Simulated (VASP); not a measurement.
# Ba3Ca4O7 in VASP: a series of runs, part 2 of 2

VASP 6.6.1.

## 4. Single point, PBE

Input file INCAR:

```
ALGO = Normal ; EDIFF = 1E-7
ENCUT = 520 ; GGA = PE
ISIF = 2 ; ISMEAR = -1
ISYM = 0 ; LASPH = T
LCHARG = F ; LREAL = F
LWAVE = F ; NBANDS = 69
NELM = 80 ; PREC = Accurate
SIGMA = 0.05
```

Input file KPOINTS:

```
k-points
0
Gamma
  1 1 1
```

Input file POSCAR:

```
Ba3Ca4O7
1.0
    6.1422690000      0.0463550000      0.2046950000
    0.0463550000      6.1618090000      0.0560510000
    0.2046950000      0.0560510000      6.1205050000
Ba O Ca
3 7 4
Direct
    0.8817117917      0.9085425752      0.7985661779
    0.2296990093      0.3776445313      0.6339196533
    0.2220616895      0.8753219219      0.3250046219
    0.1527011671      0.1534468884      0.9516711420
    0.9450316616      0.6491788815      0.4687834776
    0.6189528428      0.6622898034      0.0843190949
   -0.0385688428      0.1557662369      0.4501803358
    0.4824517836      0.9614647219      0.5757965189
    0.6057182461      0.1346447542      0.0646138726
    0.1546457594      0.6002335070     -0.0404244261
    0.4008200195      0.4042493841      0.1032005633
    0.8925370674      0.4130120973      0.1524466337
    0.7351898222      0.9120812101      0.3300755829
    0.4020308906      0.8890863800      0.9013826647
```

Potentials or basis: VASP PAW PBE potentials, release 64 (Ba_sv, O, Ca_sv).

Launch:

```sh
> cat potpaw_PBE.64/Ba_sv/POTCAR potpaw_PBE.64/O/POTCAR potpaw_PBE.64/Ca_sv/POTCAR > POTCAR
> mpirun -np 1 vasp_gam > vasp.out
```

OUTCAR:

```text
EDIFF = 1E-7
   ENCUT = 520
   GGA = PE
   ISIF = 2
   ISMEAR = -1
   ISYM = 0
   LASPH = T
   LREAL = F
   NELM = 80
   PREC = Accurate

 ion  position               nearest neighbor table
   1  0.882  0.909  0.799-   4 2.50   5 2.60   7 2.62   9 2.67  10 2.73   6 2.75   8 2.90  14 2.98
                            13 3.06  14 3.30  13 3.32   3 3.47   2 3.71  12 3.71  12 3.83   3 3.96
   2  0.230  0.378  0.634-   4 2.39  10 2.46   7 2.50   5 2.64   8 2.99  11 3.13  11 3.35   3 3.57
                            14 3.58   3 3.66  12 3.68   1 3.71  12 3.72  14 3.78   1 3.99
   3  0.222  0.875  0.325-   5 2.33   8 2.36   7 2.44  14 2.75   4 2.88  10 2.89  13 3.00   6 3.06
                            13 3.17   9 3.19  11 3.37   1 3.47   2 3.57   2 3.66  11 3.66  12 3.73
   4  0.153  0.153  0.952-  14 2.23   2 2.39  11 2.43   1 2.50  12 2.52   3 2.88
   5  0.945  0.649  0.469-  13 2.25   3 2.33  12 2.49   1 2.60   2 2.64
   6  0.619  0.662  0.084-  11 2.09  14 2.25  12 2.31  13 2.33   1 2.75   3 3.06
   7  0.961  0.156  0.450-  13 2.23   3 2.44  12 2.45   2 2.50   1 2.62
   8  0.482  0.961  0.576-  14 2.06  13 2.11   3 2.36   1 2.90   2 2.99
   9  0.606  0.135  0.065-  11 2.08  14 2.27  13 2.28  12 2.57   1 2.67   3 3.19
  10  0.155  0.600  0.960-  11 2.15  12 2.25  14 2.37   2 2.46   1 2.73   3 2.89
  11  0.401  0.404  0.103-   9 2.08   6 2.09  10 2.15   4 2.43  12 3.06  12 3.12   2 3.13   2 3.35
                             3 3.37   3 3.66
  12  0.893  0.413  0.152-  10 2.25   6 2.31   7 2.45   5 2.49   4 2.52   9 2.57  11 3.06  11 3.12
                             2 3.68   1 3.71   2 3.72   3 3.73   1 3.83
  13  0.735  0.912  0.330-   8 2.11   7 2.23   5 2.25   9 2.28   6 2.33   3 3.00   1 3.06   3 3.17
                             1 3.32
  14  0.402  0.889  0.901-   8 2.06   4 2.23   6 2.25   9 2.27  10 2.37   3 2.75   1 2.98   1 3.30
                             2 3.58   3 3.77   2 3.78

IMPORTANT INFORMATION: All symmetrisations will be switched off!
NOSYMM: (Re-)initialisation of all symmetry stuff for point group C_1.

----------------------------------------------------------------------------------------

                                     Primitive cell

  volume of cell :     231.3562

  direct lattice vectors                    reciprocal lattice vectors
[... 131 lines left out ...]
  free energy    TOTEN  =       -78.98707222 eV

  energy without entropy =      -78.98707222  energy(sigma->0) =      -78.98707222

 E-fermi :   3.5121     XC(G=0):  -9.9529

 val. band max:        2.2385514824   @ k =   0.0000   0.0000   0.0000
 cond. band min:       5.0584187470   @ k =   0.0000   0.0000   0.0000
 fundamental gap:      2.8198672646
 Fermi energy:         3.5120595194

 k-point     1 :       0.0000    0.0000    0.0000
  band No.  band energies     occupation
      1     -35.7509      2.00000
      2     -35.6490      2.00000
      3     -35.2607      2.00000
      4     -35.0107      2.00000
      5     -23.4167      2.00000
      6     -23.1502      2.00000
[... 60 lines left out ...]
     67       8.5812      0.00000
     68       8.7382      0.00000
 [bands above 68 left out]

------------------------ aborting loop because EDIFF is reached ----------------------------------------

  FORCE on cell =-STRESS in cart. coord.  units (eV):
  Direction    XX          YY          ZZ          XY          YZ          ZX
  --------------------------------------------------------------------------------------
  -------------------------------------------------------------------------------------
  Total       27.4650985     20.6617969     30.1039547      0.9141871     -0.6897431     -1.5688173
  in kB      190.2000576    143.0861411    208.4745456      6.3308870     -4.7765776    -10.8643024
  external PRESSURE =     180.5869148 kB  Pullay stress =       0.0000000 kB

 VOLUME and BASIS-vectors are now :
 -----------------------------------------------------------------------------
  energy-cutoff  :      520.00
  volume of cell :      231.36
      direct lattice vectors                 reciprocal lattice vectors
     6.142269000  0.046355000  0.204695000     0.162996474 -0.001176725 -0.005440500
     0.046355000  6.161809000  0.056051000    -0.001176725  0.162312019 -0.001447083
     0.204695000  0.056051000  6.120505000    -0.005440500 -0.001447083  0.163580416

 POSITION                                       TOTAL-FORCE (eV/Angst)
 -----------------------------------------------------------------------------------
      5.62129      5.68390      5.11903        -0.212945      0.028066      0.476515
      1.55814      2.37315      3.94809         0.434648     -0.136536     -0.827182
      1.47107      5.42208      2.08371         0.380031      0.536460     -0.420023
      1.13985      1.00593      5.86457        -0.463591     -0.327268      0.634741
      5.93069      4.07020      3.09902        -0.286818     -1.020969     -0.233660
      3.84973      4.11432      0.67989         0.597705     -0.196614      0.478875
      6.00474      1.02960      2.96086         0.326577      0.547739     -0.555521
      3.12578      5.97900      3.67681         0.046593     -0.051382      0.127476
      3.73995      0.86135      0.52700         0.883662     -0.196081      0.302599
      1.17412      3.75948      5.93839        -0.413672      1.516187      0.057801
      2.50181      2.51527      0.73634        -0.190591     -0.912265      0.470901
      5.53255      2.59482      1.13890        -0.187052     -0.620433      0.664190
      4.62558      5.67265      2.22184        -0.897302      0.180415     -0.673328
      2.69510      5.54754      5.64905        -0.017246      0.652682     -0.503383
 -----------------------------------------------------------------------------------
    total drift:                                0.000071      0.000710     -0.001365

  FREE ENERGIE OF THE ION-ELECTRON SYSTEM (eV)
  ---------------------------------------------------
  free  energy   TOTEN  =       -78.9870722211 eV

  energy  without entropy=      -78.9870722211  energy(sigma->0) =      -78.98707222
```

stdout:

```text
POSCAR found type information on POSCAR BaO Ca
 POSCAR found :  3 types and      14 ions
 scaLAPACK will be used
 LDA part: xc-table for (Slater+PW92), standard interpolation
 POSCAR, INCAR and KPOINTS ok, starting setup
 FFT: planning ... GRIDC
 FFT: planning ... GRID_SOFT
 FFT: planning ... GRID
 WAVECAR not read
 entering main loop
```

Run time: 67 s. Hardware: 1 thread of Intel Xeon 8259CL, shared host; peak memory 0.31 GiB.

What came out:

| Item | Value |
| --- | --- |
| Free energy | -78.9871 eV |
| Pressure | 18.1 GPa |
| Largest force | 1.573 eV/Å |
| Band gap on the k mesh | 2.82 eV |

Forces in eV/Å, atoms in the order of the input:
```
Ba  -0.213  0.028  0.477
Ba   0.435 -0.137 -0.827
Ba   0.380  0.536 -0.420
O   -0.464 -0.327  0.635
O   -0.287 -1.021 -0.234
O    0.598 -0.197  0.479
O    0.327  0.548 -0.556
O    0.047 -0.051  0.127
O    0.884 -0.196  0.303
O   -0.414  1.516  0.058
Ca  -0.191 -0.912  0.471
Ca  -0.187 -0.620  0.664
Ca  -0.897  0.180 -0.673
Ca  -0.017  0.653 -0.503
```

Levels at points of the mesh, in eV from the valence-band top:
```tsv
k point	band 54	band 55	band 56	band 57	band 58	band 59
(0.00, 0.00, 0.00)	-0.35	-0.11	0.00	2.82	3.99	4.13
```

Caveat: the k points lie up to 1.03 Å⁻¹ apart; spin-orbit coupling is left out, which moves the levels of the heavy elements.

## 5. Single point, PBE

Input file INCAR:

```
PREC = Accurate
ENCUT = 520
EDIFF = 1E-6
ISMEAR = -1
SIGMA = 0.05
LREAL = F
LASPH = T
NELM = 80
ALGO = Normal
ISIF = 2
LWAVE = F
LCHARG = T
GGA = PE
LELF = T
LVHAR = T
NBANDS = 69
ISYM = 0
```

Input file KPOINTS:

```
regular mesh
0
Gamma
  1 1 1
```

Input file POSCAR:

```
Ba3Ca4O7
1.0
    6.1422690000      0.0463550000      0.2046950000
    0.0463550000      6.1618090000      0.0560510000
    0.2046950000      0.0560510000      6.1205050000
Ba O Ca
3 7 4
Direct
    0.8705202195      0.9227271257      0.8150742603
    0.2081643827      0.3763375394      0.6647071927
    0.2111567692      0.8561089389      0.3354277961
    0.1439099894      0.1437423591      0.9818752606
    0.9070027527      0.6392944026      0.4684463097
    0.6175969731      0.6577737888      0.0972478756
   -0.0166043394      0.1642058155      0.4355287554
    0.4623839024      0.9974520624      0.5648980177
    0.6169117010      0.1406561274      0.0556255314
    0.1569213043      0.6167713198     -0.0310281024
    0.3739192974      0.3902871656      0.1490428655
    0.8972141888      0.3906873585      0.1712146832
    0.7286006714      0.9190707279      0.3300821178
    0.4008786318      0.8810893684      0.8891165367
```

Potentials or basis: VASP PAW PBE potentials, release 64 (Ba_sv, O, Ca_sv).

Launch:

```sh
> cat potpaw_PBE.64/Ba_sv/POTCAR potpaw_PBE.64/O/POTCAR potpaw_PBE.64/Ca_sv/POTCAR > POTCAR
> mpirun -np 1 vasp_gam > vasp.out
```

OUTCAR:

```text
PREC = Accurate
   ENCUT = 520
   EDIFF = 1E-6
   ISMEAR = -1
   LREAL = F
   LASPH = T
   NELM = 80
   ISIF = 2
   GGA = PE
   ISYM = 0

 ion  position               nearest neighbor table
   1  0.871  0.923  0.815-   4 2.46   9 2.47  10 2.76   5 2.77   6 2.77   7 2.79  14 2.91   8 3.05
                            13 3.15  13 3.22  14 3.33   3 3.52   2 3.58  12 3.66  12 3.91   3 3.94
   2  0.208  0.376  0.665-  10 2.40   4 2.41   7 2.44   5 2.76   8 2.84  11 3.20  11 3.25  12 3.53
                            14 3.54   3 3.55   1 3.58  14 3.67  12 3.68   3 3.82   1 4.02
   3  0.211  0.856  0.335-   8 2.34   5 2.40   7 2.41  10 2.75   4 2.82  14 2.90  13 2.99   6 3.06
                            13 3.21  11 3.23   1 3.52   2 3.55  11 3.60  14 3.67  12 3.67   2 3.82
   4  0.144  0.144  0.982-  14 2.30  11 2.38  12 2.39   2 2.41   1 2.46   3 2.82
   5  0.907  0.639  0.468-  13 2.21   3 2.40  12 2.41   2 2.76   1 2.77
   6  0.618  0.658  0.097-  11 2.25  13 2.31  14 2.32  12 2.42   1 2.77   3 3.06
   7  0.983  0.164  0.436-  12 2.20  13 2.32   3 2.41   2 2.44   1 2.79
   8  0.462  0.997  0.565-  14 2.11  13 2.16   3 2.34   2 2.84   1 3.05
[... 237 lines left out ...]
  FORCE on cell =-STRESS in cart. coord.  units (eV):
  Direction    XX          YY          ZZ          XY          YZ          ZX
  --------------------------------------------------------------------------------------
  -------------------------------------------------------------------------------------
  Total       24.4781666     15.6788821     29.7063614      1.4194872      1.9199459     -0.4486770
  in kB      169.5150919    108.5786850    205.7211506      9.8301685     13.2959224     -3.1071576
  external PRESSURE =     161.2716425 kB  Pullay stress =       0.0000000 kB

 VOLUME and BASIS-vectors are now :
 -----------------------------------------------------------------------------
  energy-cutoff  :      520.00
  volume of cell :      231.36
      direct lattice vectors                 reciprocal lattice vectors
     6.142269000  0.046355000  0.204695000     0.162996474 -0.001176725 -0.005440500
     0.046355000  6.161809000  0.056051000    -0.001176725  0.162312019 -0.001447083
     0.204695000  0.056051000  6.120505000    -0.005440500 -0.001447083  0.163580416

 POSITION                                       TOTAL-FORCE (eV/Angst)
 -----------------------------------------------------------------------------------
      5.55658      5.77171      5.21858         0.075641     -0.744673     -0.560643
      1.43211      2.36583      4.13205         0.859151     -0.046548     -1.183905
      1.40533      5.30377      2.14420         0.239068      0.151503     -0.918612
      1.09158      0.94742      6.04709         0.060848     -0.130301      0.330086
      5.69658      4.00751      3.08862         0.286005     -0.452286      0.422959
      3.84384      4.08716      0.75849        -0.383409     -0.297780      0.269791
      6.13704      1.08180      2.87616        -0.175786     -0.301029      0.067165
      3.00195      6.19921      3.60802         0.545192      0.152383      0.579028
      3.80714      0.89841      0.47462        -0.151374      0.414750      0.507678
      1.19079      3.86201      5.99729        -0.288390      0.525603      0.449853
      2.34531      2.43056      1.01063         1.376924     -0.632418     -0.421929
      5.56409      2.45853      1.25347        -1.477367      0.839910     -0.056559
      4.58543      5.71541      2.22093        -1.063372     -0.195609     -0.099357
      2.68515      5.49752      5.57329         0.096870      0.716494      0.614445
 -----------------------------------------------------------------------------------
    total drift:                               -0.000970      0.000305     -0.000836

  FREE ENERGIE OF THE ION-ELECTRON SYSTEM (eV)
  ---------------------------------------------------
  free  energy   TOTEN  =       -78.8747556480 eV

  energy  without entropy=      -78.8747556480  energy(sigma->0) =      -78.87475565
```

OSZICAR:

```text
N       E                     dE             d eps       ncg     rms          rms(c)
DAV:   1     0.159177030237E+04    0.15918E+04   -0.65124E+04   138   0.171E+03
DAV:   2     0.728898438117E+02   -0.15189E+04   -0.14837E+04   167   0.494E+02
DAV:   3    -0.870602732396E+02   -0.15995E+03   -0.15813E+03   180   0.161E+02
[... 11 lines left out ...]
DAV:  15    -0.788747453757E+02   -0.27361E-04   -0.18677E-04   172   0.566E-02    0.148E-02
DAV:  16    -0.788747528626E+02   -0.74869E-05   -0.26073E-05   156   0.217E-02    0.106E-02
DAV:  17    -0.788747546556E+02   -0.17930E-05   -0.11231E-05   156   0.133E-02    0.363E-03
DAV:  18    -0.788747556817E+02   -0.10261E-05   -0.31666E-06   116   0.718E-03    0.243E-03
DAV:  19    -0.788747556480E+02    0.33697E-07   -0.56743E-07   108   0.349E-03
   1 F= -.78874756E+02 E0= -.78874756E+02  d E =-.708514E-11
```

It took 66 s on 1 thread of Intel Xeon 8259CL, shared host; peak memory 0.31 GiB.

Results:

* Free energy: -78.8748 eV
* Pressure: 16.1 GPa
* Largest force: 1.700 eV/Å
* Band gap on the k mesh: 2.84 eV

Forces on the atoms (eV/Å):
```
Ba   0.076 -0.745 -0.561
Ba   0.859 -0.047 -1.184
Ba   0.239  0.152 -0.919
O    0.061 -0.130  0.330
O    0.286 -0.452  0.423
O   -0.383 -0.298  0.270
O   -0.176 -0.301  0.067
O    0.545  0.152  0.579
O   -0.151  0.415  0.508
O   -0.288  0.526  0.450
Ca   1.377 -0.632 -0.422
Ca  -1.477  0.840 -0.057
Ca  -1.063 -0.196 -0.099
Ca   0.097  0.716  0.614
```

Caveat: the k points lie up to 1.03 Å⁻¹ apart; spin-orbit coupling is left out, which moves the levels of the heavy elements.
